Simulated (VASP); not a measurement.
Here is a VASP 6.6.1 calculation.

Contents of INCAR:

```
PREC = Accurate
ENCUT = 520
EDIFF = 1E-6
ISMEAR = 0
SIGMA = 0.1
LREAL = False
LASPH = True
NELM = 100
ALGO = Fast
ISIF = 2
LWAVE = False
LCHARG = True
GGA = PS
LELF = True
LVHAR = True
NBANDS = 16
```

Contents of KPOINTS:

```
regular mesh
0
Gamma
  12 12 12
```

File POSCAR:

```
Al2Au
1.0
   -0.1800000000      3.0564000000      3.0347100000
    2.7835200000      0.0000000000      2.8547100000
    2.9635200000      3.0564000000     -0.1800000000
Al Au
2 1
Direct
    0.2613005872      0.2386994128      0.2613005872
    0.7944335283      0.7055664717      0.7944335283
   -0.0557341155      0.0557341155     -0.0557341155
```

Potentials or basis: VASP PAW PBE potentials, release 64 (Al, Au).

Command:

```bash
$ cat potpaw_PBE.64/Al/POTCAR potpaw_PBE.64/Au/POTCAR > POTCAR
$ mpirun -np 1 vasp_std > vasp.out
```

(1) Estimate the largest force.

(2) Predict the band gap on the k mesh.

(3) Estimate the pressure.

## Answers

(1) 4.477 eV/Å.

(2) zero (an odd number of electrons rules out a gap without spin polarisation).

(3) 13.8 GPa.

Caveat: the cell differs from its parent crystal (strained and its atoms moved); the stress differs along the axes, from 5 to 18 GPa; the PAW data sets were made with another functional, which shifts forces and pressure a little; spin-orbit coupling is left out, which moves the levels of the heavy elements.
